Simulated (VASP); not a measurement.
Wanted: the native input for a VASP 6.6.1 run.

| Item | Value |
| --- | --- |
| Task | relaxation of cell and atoms |
| Functional | PBE |
| Potentials or basis | VASP PAW PBE potentials, release 64 (K_sv, Ta_pv, O) |
| Cutoff | 600 eV |
| k mesh | 2 × 2 × 2 |
| Occupations | gaussian, width 0.15 eV |
| Spin | no spin polarisation |
| Dipole correction | no |
| Further INCAR settings | ALGO = Normal; EDIFF = 1e-06; IBRION = 2; EDIFFG = -0.08; NSW = 36; ISIF = 3 |

The structure of K3TaO3 lies in POSCAR:

```
K3TaO3
1.0
    4.6650000000     -5.6450000000      0.0000000000
    4.6650000000      5.6450000000      0.0000000000
    0.0000000000      0.0000000000      5.5200000000
K Ta O
6 2 6
Direct
    0.3830000000      0.6170000000      0.7500000000
    0.9160000000      0.6640000000      0.7500000000
    0.3360000000      0.0840000000      0.7500000000
    0.6170000000      0.3830000000      0.2500000000
    0.6640000000      0.9160000000      0.2500000000
    0.0840000000      0.3360000000      0.2500000000
    0.7900000000      0.2100000000      0.7500000000
    0.2100000000      0.7900000000      0.2500000000
    0.0570000000      0.3050000000      0.7500000000
    0.6950000000      0.9430000000      0.7500000000
    0.6170000000      0.3830000000      0.7500000000
    0.3050000000      0.0570000000      0.2500000000
    0.9430000000      0.6950000000      0.2500000000
    0.3830000000      0.6170000000      0.2500000000
```

One way to write it, as run:

INCAR

```
SYSTEM = K3TaO3
ALGO = Normal ; EDIFF = 1E-6
EDIFFG = -0.08 ; ENCUT = 600
GGA = PE ; IBRION = 2
ISIF = 3 ; ISMEAR = 0
LASPH = .TRUE. ; LCHARG = .FALSE.
LREAL = .FALSE. ; LWAVE = .FALSE.
NELM = 100 ; NSW = 36
PREC = Accurate ; SIGMA = 0.15
```

KPOINTS

```
k-points
0
G
  2 2 2
  0 0 0
```

Potentials or basis: VASP PAW PBE potentials, release 64 (K_sv, Ta_pv, O).

Run with:

```console
$ cat potpaw_PBE.64/K_sv/POTCAR potpaw_PBE.64/Ta_pv/POTCAR potpaw_PBE.64/O/POTCAR > POTCAR
$ mpirun -np 1 vasp_std > vasp.out
```

It gave:

- Relaxed volume: 23.21 Å³/atom
- Relaxed cell: a = 7.435 Å, b = 7.435 Å, c = 5.996 Å, α = 90.00°, β = 90.00°, γ = 101.45°
- Space group after relaxing (to 0.05 Å): Cmcm (No. 63)
- Energy gained by relaxing: 111.3 meV/atom
- Ionic steps: 19
- Pressure after relaxing: -0.1 GPa
- Largest force after relaxing: 0.046 eV/Å
- Band gap on the k mesh: 1.84 eV, indirect (least direct gap 1.86 eV)

Caveat: the k points lie up to 0.52 Å⁻¹ apart in the final cell; spin-orbit coupling is left out, which moves the levels of the heavy elements; the relaxation stopped at a loose force limit of 0.08 eV/Å, so its end isn't a converged minimum.

Wall time 58 min on 1 thread of AMD EPYC 7R43 64-Core Processor (Zen 3) (shared host), peak memory 0.51 GiB.
